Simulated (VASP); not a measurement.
# FePt (P4/mmm) in VASP: notebook

FePt is run at these levels: PBEsol; tasks: single point.

All numbers are computed with VASP 6.6.1; they aren't measurements. Logs are shortened: lines on timing, memory, paths and dates and some standing lists are left out, and cuts for length are marked.

**1. The cell of the first run**

Symmetry: P4/mmm, No. 123, tetragonal system. The conventional cell has a = 2.687 Å, b = 2.687 Å, c = 3.717 Å, α = 90.00°, β = 90.00°, γ = 90.00°. Fe (site symmetry 4/mmm) has 8 Pt at 2.66 Å and 4 Fe at 2.69 Å within 3.5 Å. Within 3.5 Å of Pt (site symmetry 4/mmm) lie 8 Fe at 2.66 Å and 4 Pt at 2.69 Å.

**2. Single point, PBEsol, collinear spin, ferromagnetic start**

Contents of INCAR:

```
SYSTEM = FePt
  PREC = Accurate
  ENCUT = 520
  EDIFF = 1E-6
  ISMEAR = 0
  SIGMA = 0.1
  LREAL = .FALSE.
  LASPH = .TRUE.
  NELM = 150
  ALGO = Normal
  ISIF = 2
  LWAVE = .FALSE.
  LCHARG = .TRUE.
  ISPIN = 2
  MAGMOM = 3.26 0.44
  LORBIT = 11
  LMAXMIX = 4
  GGA = PS
  LELF = .TRUE.
  LVHAR = .TRUE.
  NBANDS = 20
```

Contents of KPOINTS:

```
Automatic mesh
0
G
  16 16 12
  0 0 0
```

Contents of POSCAR:

```
FePt
1.0
    2.6867834649      0.0000000000      0.0000000000
    0.0000000000      2.6867834649      0.0000000000
    0.0000000000      0.0000000000      3.7173957956
Fe Pt
1 1
Direct
    0.0000000000      0.0000000000      0.0000000000
    0.5000000000      0.5000000000      0.5000000000
```

Potentials or basis: VASP PAW PBE potentials, release 64 (Fe, Pt).

Run with:

```bash
$ cat potpaw_PBE.64/Fe/POTCAR potpaw_PBE.64/Pt/POTCAR > POTCAR
$ mpirun -np 1 vasp_std > vasp.out
```

OUTCAR:

```text
SYSTEM = FePt
   PREC = Accurate
   ENCUT = 520
   EDIFF = 1E-6
   ISMEAR = 0
   LREAL = .FALSE.
   LASPH = .TRUE.
   NELM = 150
   ISIF = 2
   ISPIN = 2
   LORBIT = 11
   GGA = PS

 ion  position               nearest neighbor table
   1  0.000  0.000  0.000-   2 2.66   2 2.66   2 2.66   2 2.66   2 2.66   2 2.66   2 2.66   2 2.66

   2  0.500  0.500  0.500-   1 2.66   1 2.66   1 2.66   1 2.66   1 2.66   1 2.66   1 2.66   1 2.66

  LATTYP: Found a simple tetragonal cell.
 ALAT       =     2.6867834649
 C/A-ratio  =     1.3835859287

  Lattice vectors:

 A1 = (   2.6867834649,   0.0000000000,   0.0000000000)
 A2 = (   0.0000000000,   2.6867834649,   0.0000000000)
 A3 = (   0.0000000000,   0.0000000000,   3.7173957956)

Analysis of symmetry for initial positions (statically):
=====================================================================
 Subroutine PRICEL returns:
 Original cell was already a primitive cell.

 Routine SETGRP: Setting up the symmetry group for a
 simple tetragonal supercell.

 Subroutine GETGRP returns: Found 16 space group operations
 (whereof 16 operations were pure point group operations)
 out of a pool of 16 trial point group operations.

The static configuration has the point symmetry D_4h.

Analysis of symmetry for dynamics (positions and initial velocities):
=====================================================================
 Subroutine PRICEL returns:
 Original cell was already a primitive cell.

 Routine SETGRP: Setting up the symmetry group for a
 simple tetragonal supercell.

 Subroutine GETGRP returns: Found 16 space group operations
 (whereof 16 operations were pure point group operations)
 out of a pool of 16 trial point group operations.

The dynamic configuration has the point symmetry D_4h.

Analysis of structural, dynamic, and magnetic symmetry:
=====================================================================
 Subroutine PRICEL returns:
 Original cell was already a primitive cell.

 Routine SETGRP: Setting up the symmetry group for a
 simple tetragonal supercell.

 Subroutine GETGRP returns: Found 16 space group operations
 (whereof 16 operations were pure point group operations)
 out of a pool of 16 trial point group operations.

The overall configuration has the point symmetry D_4h.

 Subroutine INISYM returns: Found 16 space group operations
 (whereof 16 operations are pure point group operations),
 and found     1 'primitive' translations

----------------------------------------------------------------------------------------

[... 116 lines left out ...]
   LORBIT       =     11    0 simple, 1 ext, 2 COOP (PROOUT), +10 PAW based schemes
   GGA     = PS    functional components
   LHFCALC =     F    Hartree Fock is set to
   AEXX    =    0.0000 exact exchange contribution
   IVDW    =     0    specifies the selected vdW correction
   LEPSILON=     F    determine dielectric tensor
   LRPA    =     F    only Hartree local field effects (RPA)
 spin polarized calculation
 Gauss-broadening in eV      SIGMA  =   0.10
  energy-cutoff  :      520.00
  volume of cell :       26.84
 maximum number of plane-waves:       744
 NGX is ok and might be reduce to    20
   NGX =  9   NGY =  9   NGZ = 13

 number of electron      18.0000011 magnetization       3.2053076

 Free energy of the ion-electron system (eV)
  ---------------------------------------------------
  ext. energy  EPLUGINS =         0.00000000
  ---------------------------------------------------
  free energy    TOTEN  =       -16.29579590 eV

  energy without entropy =      -16.28923039  energy(sigma->0) =      -16.29251314

 E-fermi :   8.9114     XC(G=0): -13.3667

 val. band max:        8.9082974868   @ k =   0.4375   0.1875   0.2500
 cond. band min:       8.9115111674   @ k =   0.5000   0.3750   0.3333
 fundamental gap:      0.0032136806
 Fermi energy:         8.9113682008

 spin component 1

 k-point     1 :       0.0000    0.0000    0.0000
  band No.  band energies     occupation
      1      -0.9769      1.00000
      2       2.3347      1.00000
      3       2.4829      1.00000
      4       5.4521      1.00000
      5       5.4521      1.00000
      6       5.9416      1.00000
[... 541 lines left out ...]
     19      31.0952      0.00000
     20      32.3908      0.00000

 [... further k-points ...]

 spin component 2

 k-point     1 :       0.0000    0.0000    0.0000
  band No.  band energies     occupation
      1      -0.8000      1.00000
      2       2.8442      1.00000
      3       2.8848      1.00000
      4       6.4997      1.00000
      5       6.4997      1.00000
      6       8.0412      1.00000
[... 541 lines left out ...]
     19      31.7299      0.00000
     20      32.8096      0.00000

 [... further k-points ...]

------------------------ aborting loop because EDIFF is reached ----------------------------------------

  FORCE on cell =-STRESS in cart. coord.  units (eV):
  Direction    XX          YY          ZZ          XY          YZ          ZX
  --------------------------------------------------------------------------------------
  -------------------------------------------------------------------------------------
  Total       -0.0550224     -0.0550224     -0.0358532      0.0000000      0.0000000     -0.0000000
  in kB       -3.2850823     -3.2850823     -2.1405950      0.0000000      0.0000000     -0.0000000
  external PRESSURE =      -2.9035865 kB  Pullay stress =       0.0000000 kB

 VOLUME and BASIS-vectors are now :
 -----------------------------------------------------------------------------
  energy-cutoff  :      520.00
  volume of cell :       26.84
      direct lattice vectors                 reciprocal lattice vectors
     2.686783465  0.000000000  0.000000000     0.372192256  0.000000000  0.000000000
     0.000000000  2.686783465  0.000000000     0.000000000  0.372192256  0.000000000
     0.000000000  0.000000000  3.717395796     0.000000000  0.000000000  0.269005523

 POSITION                                       TOTAL-FORCE (eV/Angst)
 -----------------------------------------------------------------------------------
      0.00000      0.00000      0.00000         0.000000      0.000000      0.000000
      1.34339      1.34339      1.85870         0.000000      0.000000      0.000000
 -----------------------------------------------------------------------------------
    total drift:                               -0.000000      0.000000      0.000000

  FREE ENERGIE OF THE ION-ELECTRON SYSTEM (eV)
  ---------------------------------------------------
  free  energy   TOTEN  =       -16.2957958975 eV

  energy  without entropy=      -16.2892303906  energy(sigma->0) =      -16.29251314

 total charge

# of ion       s       p       d       tot
------------------------------------------
    1        0.421   0.478   6.149   7.048
    2        0.723   0.701   8.064   9.489
--------------------------------------------------
tot          1.144   1.179  14.214  16.537

 magnetization (x)

# of ion       s       p       d       tot
------------------------------------------
    1        0.002  -0.006   2.853   2.849
    2       -0.024  -0.066   0.410   0.320
--------------------------------------------------
tot         -0.022  -0.071   3.263   3.169
```

stdout:

```text
POSCAR found type information on POSCAR FePt
 POSCAR found :  2 types and       2 ions
 scaLAPACK will be used
 -----------------------------------------------------------------------------
|                                                                             |
|                                                                             |
|     You enforced a specific xc type in the INCAR file but a different       |
|     I HOPE YOU KNOW WHAT YOU ARE DOING!                                     |
|                                                                             |
 -----------------------------------------------------------------------------

 LDA part: xc-table for (Slater+PW92), standard interpolation
 POSCAR, INCAR and KPOINTS ok, starting setup
 FFT: planning ... GRIDC
 FFT: planning ... GRID_SOFT
 FFT: planning ... GRID
 WAVECAR not read
 entering main loop
```

It took 7.8 min on 1 thread of Intel Xeon 8259CL, shared host; peak memory 0.36 GiB.

Results:

```yaml
Free_energy: -16.2958 eV
Pressure: -0.3 GPa
Net_moment: 3.21 μB per cell
Site_moments: Fe +2.85; Pt +0.32 μB
Valence_electrons_inside_the_program's_atomic_spheres: Fe 7.05; Pt 9.49
```

Caveat: the PAW data sets were made with another functional, which shifts forces and pressure a little; spin-orbit coupling is left out, which moves the levels of the heavy elements.

**3. Single point, PBEsol, collinear spin, ferromagnetic start (13.82 Å³/atom)**

This run uses another cell than the first one, of 13.82 Å³/atom.

Contents of INCAR:

```
SYSTEM = FePt
PREC = Accurate
ENCUT = 520
EDIFF = 1E-6
ISMEAR = 0
SIGMA = 0.1
LREAL = .False.
LASPH = .True.
NELM = 150
ALGO = Normal
ISIF = 2
LWAVE = .False.
LCHARG = .False.
ISPIN = 2
MAGMOM = 3.17 0.41
LORBIT = 11
LMAXMIX = 4
GGA = PS
NBANDS = 20
```

Contents of KPOINTS:

```
regular mesh
0
Gamma
  16 16 12
  0 0 0
```

Contents of POSCAR:

```
FePt
1.0
    2.7133870116      0.0000000000      0.0000000000
    0.0000000000      2.7133870116      0.0000000000
    0.0000000000      0.0000000000      3.7542040883
Fe Pt
1 1
Direct
    0.0000000000      0.0000000000      0.0000000000
    0.5000000000      0.5000000000      0.5000000000
```

Potentials or basis: VASP PAW PBE potentials, release 64 (Fe, Pt).

Run with:

```bash
$ cat potpaw_PBE.64/Fe/POTCAR potpaw_PBE.64/Pt/POTCAR > POTCAR
$ mpirun -np 1 vasp_std > vasp.out
```

OUTCAR:

```text
SYSTEM = FePt
   PREC = Accurate
   ENCUT = 520
   EDIFF = 1E-6
   ISMEAR = 0
   LREAL = .False.
   LASPH = .True.
   NELM = 150
   ISIF = 2
   ISPIN = 2
   LORBIT = 11
   GGA = PS

 ion  position               nearest neighbor table
   1  0.000  0.000  0.000-   2 2.68   2 2.68   2 2.68   2 2.68   2 2.68   2 2.68   2 2.68   2 2.68

   2  0.500  0.500  0.500-   1 2.68   1 2.68   1 2.68   1 2.68   1 2.68   1 2.68   1 2.68   1 2.68

  LATTYP: Found a simple tetragonal cell.
 ALAT       =     2.7133870116
 C/A-ratio  =     1.3835859287

  Lattice vectors:

 A1 = (   2.7133870116,   0.0000000000,   0.0000000000)
 A2 = (   0.0000000000,   2.7133870116,   0.0000000000)
 A3 = (   0.0000000000,   0.0000000000,   3.7542040883)

Analysis of symmetry for initial positions (statically):
=====================================================================
 Subroutine PRICEL returns:
 Original cell was already a primitive cell.

 Routine SETGRP: Setting up the symmetry group for a
 simple tetragonal supercell.

 Subroutine GETGRP returns: Found 16 space group operations
 (whereof 16 operations were pure point group operations)
 out of a pool of 16 trial point group operations.

The static configuration has the point symmetry D_4h.

Analysis of symmetry for dynamics (positions and initial velocities):
=====================================================================
 Subroutine PRICEL returns:
 Original cell was already a primitive cell.

 Routine SETGRP: Setting up the symmetry group for a
 simple tetragonal supercell.

 Subroutine GETGRP returns: Found 16 space group operations
 (whereof 16 operations were pure point group operations)
 out of a pool of 16 trial point group operations.

The dynamic configuration has the point symmetry D_4h.

Analysis of structural, dynamic, and magnetic symmetry:
=====================================================================
 Subroutine PRICEL returns:
 Original cell was already a primitive cell.

 Routine SETGRP: Setting up the symmetry group for a
 simple tetragonal supercell.

 Subroutine GETGRP returns: Found 16 space group operations
 (whereof 16 operations were pure point group operations)
 out of a pool of 16 trial point group operations.

The overall configuration has the point symmetry D_4h.

 Subroutine INISYM returns: Found 16 space group operations
 (whereof 16 operations are pure point group operations),
 and found     1 'primitive' translations

----------------------------------------------------------------------------------------

                                     Primitive cell

  volume of cell :      27.6402

  direct lattice vectors                    reciprocal lattice vectors
     2.713387012  0.000000000  0.000000000     0.368543078  0.000000000  0.000000000
     0.000000000  2.713387012  0.000000000     0.000000000  0.368543078  0.000000000
     0.000000000  0.000000000  3.754204088     0.000000000  0.000000000  0.266368044

  length of vectors
     2.713387012  2.713387012  3.754204088     0.368543078  0.368543078  0.266368044

  position of ions in fractional coordinates (direct lattice)
     0.000000000  0.000000000  0.000000000
     0.500000000  0.500000000  0.500000000

  ion indices of the primitive-cell ions
   primitive index   ion index
                 1           1
[... 66 lines left out ...]
   ICHARG =      2    charge: 1-file 2-atom 10-const
   ISPIN  =      2    spin polarized calculation?
   LNONCOLLINEAR =      F non collinear calculations
   LSORBIT =      F    spin-orbit coupling
   LASPH  =      T    aspherical Exc in radial PAW
   ENCUT  =  520.0 eV  38.22 Ry    6.18 a.u.   5.05  5.05  6.98*2*pi/ulx,y,z
   NELM   =    150;   NELMIN=  2; NELMDL= -5     # of ELM steps
   EDIFF  = 0.1E-05   stopping-criterion for ELM
   LREAL  =      F    real-space projection
   EDIFFG = 0.1E-04   stopping-criterion for IOM
   NSW    =      0    number of steps for IOM
   IBRION =     -1    ionic relax: 0-MD 1-quasi-New 2-CG
   NFREE  =      0    steps in history (QN), initial steepest desc. (CG)
   ISIF   =      2    stress and relaxation
   ISYM   =      2    0-nonsym 1-usesym 2-fastsym
   POTIM  = 0.5000    time-step for ionic-motion
   TEBEG  =    0.0;   TEEND  =   0.0 temperature during run
   PSTRESS=    0.0 pullay stress
   NELECT =      18.0000    total number of electrons
   NUPDOWN=      -1.0000    fix difference up-down
   EMIN   =  10.00;   EMAX   =-10.00  energy-range for DOS
   EFERMI =   0.00;   METHOD = LEGACY
   ISMEAR =     0;   SIGMA  =   0.10  broadening in eV -4-tet -1-fermi 0-gaus
   EFERMI_NEDOS =   21; number of points for ismear=-14 and -15
   IALGO  =     38    algorithm
   IMIX   =      4    mixing-type and parameters
     AMIX     =   0.40;   BMIX     =  1.00
     AMIX_MAG =   1.60;   BMIX_MAG =  1.00
  volume/ion in A,a.u.               =      13.82        93.26
  Fermi-wavevector in a.u.,A,eV,Ry     =   1.419009  2.681539 27.396516  2.013587
  Thomas-Fermi vector in A             =   2.540075
   LORBIT       =     11    0 simple, 1 ext, 2 COOP (PROOUT), +10 PAW based schemes
   GGA     = PS    functional components
   LHFCALC =     F    Hartree Fock is set to
   AEXX    =    0.0000 exact exchange contribution
   IVDW    =     0    specifies the selected vdW correction
   LEPSILON=     F    determine dielectric tensor
   LRPA    =     F    only Hartree local field effects (RPA)
 spin polarized calculation
 Gauss-broadening in eV      SIGMA  =   0.10
  energy-cutoff  :      520.00
  volume of cell :       27.64
 maximum number of plane-waves:       764
   NGX = 11   NGY = 11   NGZ = 13

 number of electron      17.9999997 magnetization       3.2622949

 Free energy of the ion-electron system (eV)
  ---------------------------------------------------
  ext. energy  EPLUGINS =         0.00000000
  ---------------------------------------------------
  free energy    TOTEN  =       -16.27853111 eV

  energy without entropy =      -16.27225713  energy(sigma->0) =      -16.27539412

 E-fermi :   8.4981     XC(G=0): -13.1961

 val. band max:        8.4966921419   @ k =   0.4375   0.1250   0.0833
 cond. band min:       8.4992915011   @ k =   0.4375   0.4375   0.0833
 fundamental gap:      0.0025993592
 Fermi energy:         8.4981031250

 spin component 1

 k-point     1 :       0.0000    0.0000    0.0000
  band No.  band energies     occupation
      1      -1.1493      1.00000
      2       2.1447      1.00000
      3       2.3107      1.00000
      4       5.1049      1.00000
      5       5.1049      1.00000
      6       5.5448      1.00000
[... 541 lines left out ...]
     19      30.2837      0.00000
     20      31.6342      0.00000

 [... further k-points ...]

 spin component 2

 k-point     1 :       0.0000    0.0000    0.0000
  band No.  band energies     occupation
      1      -0.9731      1.00000
      2       2.6820      1.00000
      3       2.7103      1.00000
      4       6.1799      1.00000
      5       6.1799      1.00000
      6       7.6964      1.00000
[... 541 lines left out ...]
     19      30.9115      0.00000
     20      32.0517      0.00000

 [... further k-points ...]

------------------------ aborting loop because EDIFF is reached ----------------------------------------

  FORCE on cell =-STRESS in cart. coord.  units (eV):
  Direction    XX          YY          ZZ          XY          YZ          ZX
  --------------------------------------------------------------------------------------
  -------------------------------------------------------------------------------------
  Total       -1.1440049     -1.1440049     -1.1307996      0.0000000     -0.0000000      0.0000000
  in kB      -66.3127600    -66.3127600    -65.5473074      0.0000000     -0.0000000      0.0000000
  external PRESSURE =     -66.0576091 kB  Pullay stress =       0.0000000 kB

 VOLUME and BASIS-vectors are now :
 -----------------------------------------------------------------------------
  energy-cutoff  :      520.00
  volume of cell :       27.64
      direct lattice vectors                 reciprocal lattice vectors
     2.713387012  0.000000000  0.000000000     0.368543078  0.000000000  0.000000000
     0.000000000  2.713387012  0.000000000     0.000000000  0.368543078  0.000000000
     0.000000000  0.000000000  3.754204088     0.000000000  0.000000000  0.266368044

 POSITION                                       TOTAL-FORCE (eV/Angst)
 -----------------------------------------------------------------------------------
      0.00000      0.00000      0.00000         0.000000      0.000000      0.000000
      1.35669      1.35669      1.87710         0.000000      0.000000      0.000000
 -----------------------------------------------------------------------------------
    total drift:                               -0.000000      0.000000      0.000000

  FREE ENERGIE OF THE ION-ELECTRON SYSTEM (eV)
  ---------------------------------------------------
  free  energy   TOTEN  =       -16.2785311058 eV

  energy  without entropy=      -16.2722571295  energy(sigma->0) =      -16.27539412

 total charge

# of ion       s       p       d       tot
------------------------------------------
    1        0.411   0.453   6.120   6.984
    2        0.708   0.665   8.045   9.417
--------------------------------------------------
tot          1.119   1.118  14.165  16.401

 magnetization (x)

# of ion       s       p       d       tot
------------------------------------------
    1        0.003  -0.006   2.912   2.909
    2       -0.024  -0.064   0.411   0.322
--------------------------------------------------
tot         -0.021  -0.070   3.322   3.231
```

stdout:

```text
POSCAR found type information on POSCAR FePt
 POSCAR found :  2 types and       2 ions
 scaLAPACK will be used
 -----------------------------------------------------------------------------
|                                                                             |
|                                                                             |
|     You enforced a specific xc type in the INCAR file but a different       |
|     I HOPE YOU KNOW WHAT YOU ARE DOING!                                     |
|                                                                             |
 -----------------------------------------------------------------------------

 LDA part: xc-table for (Slater+PW92), standard interpolation
 POSCAR, INCAR and KPOINTS ok, starting setup
 FFT: planning ... GRIDC
 FFT: planning ... GRID_SOFT
 FFT: planning ... GRID
 WAVECAR not read
 entering main loop
```

Wall time 6.9 min (1 thread of Intel Xeon 8259CL, shared host); peak memory 0.37 GiB.

What came out:

| Item | Value |
| --- | --- |
| Free energy | -16.2785 eV |
| Pressure | -6.6 GPa |
| Net moment | 3.26 μB per cell |
| Site moments | Fe +2.91; Pt +0.32 μB |
| Valence electrons inside the program's atomic spheres | Fe 6.98; Pt 9.42 |

Caveat: the cell stands under tension; the PAW data sets were made with another functional, which shifts forces and pressure a little; spin-orbit coupling is left out, which moves the levels of the heavy elements.
